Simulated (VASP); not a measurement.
PbS (Galena):

```xyz
2
Lattice="0.0000 2.9052 2.9052 2.9052 0.0000 2.9052 2.9052 2.9052 0.0000" Properties=species:S:1:pos:R:3 pbc="T T T"
Pb    0.0000    0.0000    0.0000
S     2.9052    2.9052    2.9052
```

Base run:

| Property | Result |
| --- | --- |
| Program | VASP 6.6.1 |
| Functional | r2SCAN |
| Dispersion | rVV10 |
| Potentials or basis | VASP PAW PBE potentials, release 64 (Pb_d, S) |
| Cutoff | 520 eV |
| k mesh | 8 × 8 × 8 |
| Occupations | fermi-dirac, width 0.05 eV |
| Spin | no spin polarisation |

Its results: band gap on the k mesh 0.31 eV, direct; pressure 4.8 GPa.

Q: The run is repeated on the same cell with these changes: dispersion from rVV10 to none. What comes out?

A: Band gap on the k mesh 0.36 eV, direct; pressure 5.8 GPa.

Dispersion adds attraction, which lowers the pressure at fixed volume.

Caveats: the PAW data sets were made with another functional, which shifts forces and pressure a little; spin-orbit coupling is left out, which moves the levels of the heavy elements.

A k mesh can miss the band edges.
